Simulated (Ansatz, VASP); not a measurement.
**Two plane-wave programs on ZrPb2O3**

```
CELL_PARAMETERS angstrom
4.09468 0.00000 0.00000
-2.04734 3.54610 0.00000
0.00000 0.00000 9.09904
ATOMIC_POSITIONS crystal
Zr 0.00000 0.00000 0.00000
Pb 0.00000 0.00000 0.33183
Pb 0.00000 0.00000 0.66817
O 0.50000 0.00000 0.50000
O 0.00000 0.50000 0.50000
O 0.50000 0.50000 0.50000
```

Alike in both runs: functional PBE; k mesh 12 × 12 × 4; occupations gaussian, width 0.1 eV; no spin polarisation.

Ansatz relaxed the structure, and its values are those at the end. VASP's run is a single point on that final structure, the one shown.

|  | VASP | Ansatz |
| --- | --- | --- |
| version | VASP 6.6.1 | Ansatz 0.2.0 |
| potentials or method | VASP PAW PBE potentials, release 64 (Zr_sv, Pb_d, O), cutoff 520 eV | scalar-relativistic, plane waves, PAW |
| valence electrons in the cell | 58 | 58 |

```tsv
	VASP	Ansatz	Ansatz less VASP
gap on the k mesh at the Fermi level (eV)	none	none	-
pressure (GPa)	-0.1	0.0	+0.05
rms of the force components (eV/Å)	0.007	0.000	-0.0067
```

A gap of «none» marks a metal or a gap that the smearing closes. The functional is the same, so the differences come from potentials, cutoffs and numerics.

Spin-orbit coupling is off throughout.
